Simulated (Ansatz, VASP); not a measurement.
## Na in VASP and in Ansatz

```xyz
2
Lattice="0.0000 3.8314 3.8314 3.8314 0.0000 3.8314 3.8314 3.8314 0.0000" Properties=species:S:1:pos:R:3 pbc="T T T"
Na    0.9578    0.9578    0.9578
Na    6.7049    6.7049    6.7049
```

Alike in both runs: task single point; functional RPBE; k mesh 8 × 8 × 8; occupations fermi-dirac, width 0.1 eV; no spin polarisation.

|  | VASP | Ansatz |
| --- | --- | --- |
| version | VASP 6.6.1 | Ansatz 0.2.0 |
| potentials or method | VASP PAW PBE potentials, release 64 (Na_pv), cutoff 500 eV | plane waves (420 eV) with PAW, scalar-relativistic |
| valence electrons in the cell | 14 | 18 |

```tsv
	VASP	Ansatz	Ansatz less VASP
pressure (GPa)	0.1	0.1	+0.02
```

VASP's potentials were made for PBE, not for RPBE. The functional is the same, so the differences come from potentials, cutoffs and numerics. VASP's potentials hold 14 valence electrons a cell and Ansatz's 18, so a difference there can come from the potentials and not from the codes.
